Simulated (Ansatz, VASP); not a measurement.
## SrTiO3 in VASP and in Ansatz

```
Sr Ti O
1.0
     3.91270    0.00000    0.00000
     0.00000    3.91270    0.00000
     0.00000    0.00000    3.91270
Sr Ti O
1 1 3
Direct
  0.00000 0.00000 0.00000
  0.50000 0.50000 0.50000
  0.50000 0.00000 0.50000
  0.50000 0.50000 0.00000
  0.00000 0.50000 0.50000
```

Alike in both runs: task single point; functional PBE; k mesh 2 × 2 × 2; occupations gaussian, width 0.1 eV; no spin polarisation; Hubbard terms Ti d U = 6.0 eV, J = 0.82 eV.

|  | VASP | Ansatz |
| --- | --- | --- |
| version | VASP 6.6.1 | Ansatz 0.2.0 |
| potentials or method | VASP PAW PBE potentials, release 64 (Sr_sv, Ti_sv, O) | scalar-relativistic, plane waves, PAW |
| plane-wave cutoff (eV) | 600 | 420 |
| valence electrons in the cell | 40 | 40 |

Ansatz gave:

```
gap on the k mesh at the Fermi level (eV) : 2.13
least direct gap on the mesh (eV)         : 2.57
pressure (GPa)                            : 7.3
```

**Question.** Estimate VASP's values.

**Answer.** gap on the k mesh at the Fermi level (eV): 2.16; least direct gap on the mesh (eV): 2.61; pressure (GPa): 10.8.

The programs project onto different local orbitals, so the same U acts differently, and such runs can settle in different states.

The k mesh is coarse, so the values compare programs but aren't converged.
